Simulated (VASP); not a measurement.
# TePb (Fm-3m) in VASP: a series of runs, part 2 of 2

VASP 6.6.1. Earlier steps stand in the parts before.

## (3) Single point, PBEsol

Input file INCAR:

```
SYSTEM = TePb
ALGO = Normal ; EDIFF = 1E-6
ENCUT = 500 ; GGA = PS
GGA_COMPAT = .False. ; ISIF = 2
ISMEAR = 0 ; LASPH = .True.
LCHARG = .False. ; LREAL = .False.
LWAVE = .False. ; NBANDS = 17
NELM = 120 ; PREC = Accurate
SIGMA = 0.01
```

Input file KPOINTS:

```
k-points
0
Gamma
  6 6 6
  0 0 0
```

Input file POSCAR:

```
TePb
1.0
    0.0000000000      3.2219367678      3.2219367678
    3.2219367678      0.0000000000      3.2219367678
    3.2219367678      3.2219367678      0.0000000000
Pb Te
1 1
Direct
    0.0000000000      0.0000000000      0.0000000000
    0.5000000000      0.5000000000      0.5000000000
```

Potentials or basis: VASP PAW PBE potentials, release 64 (Pb_d, Te).

The run is started by

```
$ cat potpaw_PBE.64/Pb_d/POTCAR potpaw_PBE.64/Te/POTCAR > POTCAR
$ mpirun -np 1 vasp_std > vasp.out
```

OUTCAR:

```text
SYSTEM = TePb
   EDIFF = 1E-6
   ENCUT = 500
   GGA = PS
   ISIF = 2
   ISMEAR = 0
   LASPH = .True.
   LREAL = .False.
   NELM = 120
   PREC = Accurate

 ion  position               nearest neighbor table
   1  0.000  0.000  0.000-   2 3.22   2 3.22   2 3.22   2 3.22   2 3.22   2 3.22
   2  0.500  0.500  0.500-   1 3.22   1 3.22   1 3.22   1 3.22   1 3.22   1 3.22

  LATTYP: Found a face centered cubic cell.
 ALAT       =     6.4438735356

  Lattice vectors:

 A1 = (   0.0000000000,   3.2219367678,   3.2219367678)
 A2 = (   3.2219367678,   0.0000000000,   3.2219367678)
 A3 = (   3.2219367678,   3.2219367678,   0.0000000000)

Analysis of symmetry for initial positions (statically):
=====================================================================
 Subroutine PRICEL returns:
 Original cell was already a primitive cell.

 Routine SETGRP: Setting up the symmetry group for a
 face centered cubic supercell.

 Subroutine GETGRP returns: Found 48 space group operations
 (whereof 48 operations were pure point group operations)
 out of a pool of 48 trial point group operations.

The static configuration has the point symmetry O_h .

Analysis of symmetry for dynamics (positions and initial velocities):
=====================================================================
 Subroutine PRICEL returns:
 Original cell was already a primitive cell.

 Routine SETGRP: Setting up the symmetry group for a
 face centered cubic supercell.

 Subroutine GETGRP returns: Found 48 space group operations
 (whereof 48 operations were pure point group operations)
 out of a pool of 48 trial point group operations.

The dynamic configuration has the point symmetry O_h .

 Subroutine INISYM returns: Found 48 space group operations
 (whereof 48 operations are pure point group operations),
 and found     1 'primitive' translations

----------------------------------------------------------------------------------------

[... 102 lines left out ...]
     AMIX     =   0.40;   BMIX     =  1.00
     AMIX_MAG =   1.60;   BMIX_MAG =  1.00
  volume/ion in A,a.u.               =      33.45       225.71
  Fermi-wavevector in a.u.,A,eV,Ry     =   1.094690  2.068664 16.304490  1.198346
  Thomas-Fermi vector in A             =   2.230999
   LORBIT       =      0    0 simple, 1 ext, 2 COOP (PROOUT), +10 PAW based schemes
   GGA     = PS    functional components
   LHFCALC =     F    Hartree Fock is set to
   AEXX    =    0.0000 exact exchange contribution
   IVDW    =     0    specifies the selected vdW correction
   LEPSILON=     F    determine dielectric tensor
   LRPA    =     F    only Hartree local field effects (RPA)
 non-spin polarized calculation
 Gauss-broadening in eV      SIGMA  =   0.01
  energy-cutoff  :      500.00
  volume of cell :       66.89
 maximum number of plane-waves:      1724
 NGX is ok and might be reduce to    36
   NGX = 17   NGY = 17   NGZ = 17

 number of electron      20.0000002 magnetization

 Free energy of the ion-electron system (eV)
  ---------------------------------------------------
  ext. energy  EPLUGINS =         0.00000000
  ---------------------------------------------------
  free energy    TOTEN  =        -8.26003366 eV

  energy without entropy =       -8.26003366  energy(sigma->0) =       -8.26003366

 E-fermi :   5.6215     XC(G=0):  -9.5085

 val. band max:        5.5698556190   @ k =   0.5000   0.0000   0.0000
 cond. band min:       6.2201695523   @ k =   0.5000   0.0000   0.0000
 fundamental gap:      0.6503139333
 Fermi energy:         5.6215414734

 k-point     1 :       0.0000    0.0000    0.0000
  band No.  band energies     occupation
      1     -11.0750      2.00000
      2     -11.0750      2.00000
      3     -11.0634      2.00000
      4     -11.0634      2.00000
      5     -11.0634      2.00000
      6      -6.5351      2.00000
[... 297 lines left out ...]
      4     -11.0459      2.00000
      5     -11.0358      2.00000
      6      -4.6955      2.00000
[... 9 lines left out ...]
     16      16.3124      0.00000
     17      17.1032      0.00000

------------------------ aborting loop because EDIFF is reached ----------------------------------------

  FORCE on cell =-STRESS in cart. coord.  units (eV):
  Direction    XX          YY          ZZ          XY          YZ          ZX
  --------------------------------------------------------------------------------------
  -------------------------------------------------------------------------------------
  Total       -0.0158267     -0.0158267     -0.0158267     -0.0000000     -0.0000000      0.0000000
  in kB       -0.3790694     -0.3790694     -0.3790694     -0.0000000     -0.0000000      0.0000000
  external PRESSURE =      -0.3790694 kB  Pullay stress =       0.0000000 kB

 VOLUME and BASIS-vectors are now :
 -----------------------------------------------------------------------------
  energy-cutoff  :      500.00
  volume of cell :       66.89
      direct lattice vectors                 reciprocal lattice vectors
     0.000000000  3.221936768  3.221936768    -0.155186162  0.155186162  0.155186162
     3.221936768  0.000000000  3.221936768     0.155186162 -0.155186162  0.155186162
     3.221936768  3.221936768  0.000000000     0.155186162  0.155186162 -0.155186162

 POSITION                                       TOTAL-FORCE (eV/Angst)
 -----------------------------------------------------------------------------------
      0.00000      0.00000      0.00000         0.000000      0.000000      0.000000
      3.22194      3.22194      3.22194        -0.000000     -0.000000     -0.000000
 -----------------------------------------------------------------------------------
    total drift:                               -0.000000      0.000000      0.000000

  FREE ENERGIE OF THE ION-ELECTRON SYSTEM (eV)
  ---------------------------------------------------
  free  energy   TOTEN  =        -8.2600336625 eV

  energy  without entropy=       -8.2600336625  energy(sigma->0) =       -8.26003366
```

OSZICAR:

```text
N       E                     dE             d eps       ncg     rms          rms(c)
DAV:   1     0.152141144942E+03    0.15214E+03   -0.90597E+03   544   0.110E+03
DAV:   2     0.204032290104E+01   -0.15010E+03   -0.14608E+03   570   0.288E+02
DAV:   3    -0.810862180614E+01   -0.10149E+02   -0.10097E+02   720   0.829E+01
DAV:   4    -0.836770092697E+01   -0.25908E+00   -0.25898E+00   694   0.151E+01
DAV:   5    -0.837780518516E+01   -0.10104E-01   -0.10104E-01   786   0.261E+00    0.345E+00
DAV:   6    -0.826566351914E+01    0.11214E+00   -0.23827E-01   782   0.375E+00    0.214E+00
DAV:   7    -0.825981774254E+01    0.58458E-02   -0.72020E-02   715   0.141E+00    0.886E-01
DAV:   8    -0.826009747527E+01   -0.27973E-03   -0.80896E-03   694   0.909E-01    0.123E-01
DAV:   9    -0.826003241200E+01    0.65063E-04   -0.99771E-04   832   0.320E-01    0.441E-02
DAV:  10    -0.826003180088E+01    0.61112E-06   -0.91855E-05   687   0.817E-02    0.221E-02
DAV:  11    -0.826003364963E+01   -0.18487E-05   -0.20972E-05   711   0.331E-02    0.136E-02
DAV:  12    -0.826003366246E+01   -0.12835E-07   -0.12131E-06   513   0.902E-03
   1 F= -.82600337E+01 E0= -.82600337E+01  d E =-.261318E-15
```

stdout:

```text
POSCAR found type information on POSCAR PbTe
 POSCAR found :  2 types and       2 ions
 scaLAPACK will be used
 -----------------------------------------------------------------------------
|                                                                             |
|                                                                             |
|     You enforced a specific xc type in the INCAR file but a different       |
|     I HOPE YOU KNOW WHAT YOU ARE DOING!                                     |
|                                                                             |
 -----------------------------------------------------------------------------

 LDA part: xc-table for (Slater+PW92), standard interpolation
 POSCAR, INCAR and KPOINTS ok, starting setup
 FFT: planning ... GRIDC
 FFT: planning ... GRID_SOFT
 FFT: planning ... GRID
 WAVECAR not read
 entering main loop
```

Wall time 27 s (1 thread of Intel Xeon 8259CL, shared host); peak memory 0.2 GiB.

What came out:

```
Free energy            : -8.2600 eV
Pressure               : 0.0 GPa
Band gap on the k mesh : 0.65 eV
```

Caveat: the PAW data sets were made with another functional, which shifts forces and pressure a little; spin-orbit coupling is left out, which moves the levels of the heavy elements. A k mesh can miss the band edges.

## (4) Relaxation of cell and atoms, PBEsol

This run uses another cell than the first one, of 33.73 Å³/atom.

Input file INCAR:

```
SYSTEM = TePb
  PREC = Accurate
  ENCUT = 500
  EDIFF = 1E-7
  ISMEAR = 0
  SIGMA = 0.02
  LREAL = .False.
  LASPH = .True.
  NELM = 120
  ALGO = Normal
  ISIF = 3
  LWAVE = .False.
  LCHARG = .False.
  GGA = PS
  IBRION = 2
  NSW = 100
  EDIFFG = -0.002
  GGA_COMPAT = .False.
  NELMIN = 4
```

Input file KPOINTS:

```
regular mesh
0
Gamma
  6 6 6
  0 0 0
```

Input file POSCAR:

```
TePb
1.0
    0.0000000000      3.2310000000      3.2310000000
    3.2310000000      0.0000000000      3.2310000000
    3.2310000000      3.2310000000      0.0000000000
Pb Te
1 1
Direct
    0.0000000000      0.0000000000      0.0000000000
    0.5000000000      0.5000000000      0.5000000000
```

The run is started by

```
$ cat potpaw_PBE.64/Pb_d/POTCAR potpaw_PBE.64/Te/POTCAR > POTCAR
$ mpirun -np 1 vasp_std > vasp.out
```

Wall time 59 s (1 thread of Intel Xeon 8259CL, shared host); peak memory 0.22 GiB.

The run converged. Its results:

```
Free energy                           : -8.2602 eV
Relaxed volume                        : 33.43 Å³/atom
Relaxed cell                          : a = 4.556 Å, b = 4.556 Å, c = 4.556 Å, α = 60.00°, β = 60.00°, γ = 60.00°
Space group after relaxing (to 0.1 Å) : Fm-3m (No. 225)
Energy gained by relaxing             : 0.4 meV/atom
Ionic steps                           : 3
Pressure after relaxing               : 0.0 GPa
Band gap on the k mesh                : 0.65 eV
```

Step by step:
| step | energy change (eV) | largest force (eV/Å) | pressure (GPa) | volume (Å³) |
| --- | --- | --- | --- | --- |
| 1 | 0.0000 | 0.0000 | -0.40 | 67.46 |
| 2 | -0.0007 | 0.0000 | 0.15 | 66.64 |
| 3 | -0.0008 | 0.0000 | 0.00 | 66.85 |

Final structure:
```yaml
crystal:
  lattice:
    - [0.00000, 3.22129, 3.22129]
    - [3.22129, 0.00000, 3.22129]
    - [3.22129, 3.22129, 0.00000]
  atoms:
    - { symbol: Pb, position: [0.00000, 0.00000, 0.00000] }
    - { symbol: Te, position: [0.50000, 0.50000, 0.50000] }
```

Levels at points of the mesh, in eV from the valence-band top:
```tsv
k point	band 8	band 9	band 10	band 11	band 12	band 13
(0.00, 0.00, 0.00)	-1.37	-1.37	-1.37	4.07	4.07	4.07
(0.50, 0.00, 0.00)	-0.90	-0.90	0.00	0.65	1.22	1.22
(0.50, 0.50, 0.00)	-4.60	-2.86	-2.86	3.17	5.49	5.49
```

Caveat: the PAW data sets were made with another functional, which shifts forces and pressure a little; spin-orbit coupling is left out, which moves the levels of the heavy elements. A k mesh can miss the band edges.
